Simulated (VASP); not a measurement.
Wanted: the native input for a VASP 6.6.1 run.

```
Task                   : single point
Functional             : PBEsol
Potentials or basis    : VASP PAW PBE potentials, release 64 (Ti_sv, Al)
Cutoff                 : 520 eV
k mesh                 : 12 × 8 × 8
Occupations            : gaussian, width 0.1 eV
Spin                   : no spin polarisation
Dipole correction      : no
Further INCAR settings : ALGO = Fast; EDIFF = 1e-07; NBANDS = 18
```

The structure of TiAl3 lies in POSCAR:

```
TiAl3
1.0
    2.8396770000      0.0000000000      0.0000000000
    0.0000000000      4.6812640000      0.0000000000
    0.0000000000      0.0000000000      4.9007420000
Ti Al
1 3
Direct
    0.0000000000      0.5000000000      0.1659160000
    0.5000000000      0.5000000000      0.6672710000
    0.5000000000      0.0000000000      0.3309120000
    0.0000000000      0.0000000000      0.8359000000
```

One way to write it, as run:

INCAR

```
ALGO     = Fast           # electronic algorithm
EDIFF    = 1E-7           # SCF threshold, eV
ENCUT    = 520            # plane-wave cutoff, eV
GGA      = PS             # functional
ISIF     = 2              # what is computed and relaxed
ISMEAR   = 0              # smearing method
LASPH    = T              # aspherical terms in the spheres
LCHARG   = F              # write CHGCAR
LREAL    = F              # projectors in reciprocal space
LWAVE    = F              # write WAVECAR
NBANDS   = 18             # bands
NELM     = 80             # most SCF steps
PREC     = Accurate       # precision mode
SIGMA    = 0.1            # smearing width, eV
```

KPOINTS

```
k-points
0
Gamma
  12 8 8
```

Potentials or basis: VASP PAW PBE potentials, release 64 (Ti_sv, Al).

The run is started by

```bash
$ cat potpaw_PBE.64/Ti_sv/POTCAR potpaw_PBE.64/Al/POTCAR > POTCAR
$ mpirun -np 1 vasp_std > vasp.out
```

Results of the run:

- Pressure: -2.4 GPa
- Largest force: 0.061 eV/Å
- Band gap on the k mesh: zero (an odd number of electrons rules out a gap without spin polarisation)

Caveat: the PAW data sets were made with another functional, which shifts forces and pressure a little.

It took 19 min on 1 thread of AMD EPYC 7R13, with other jobs on the host, peak memory 0.33 GiB.
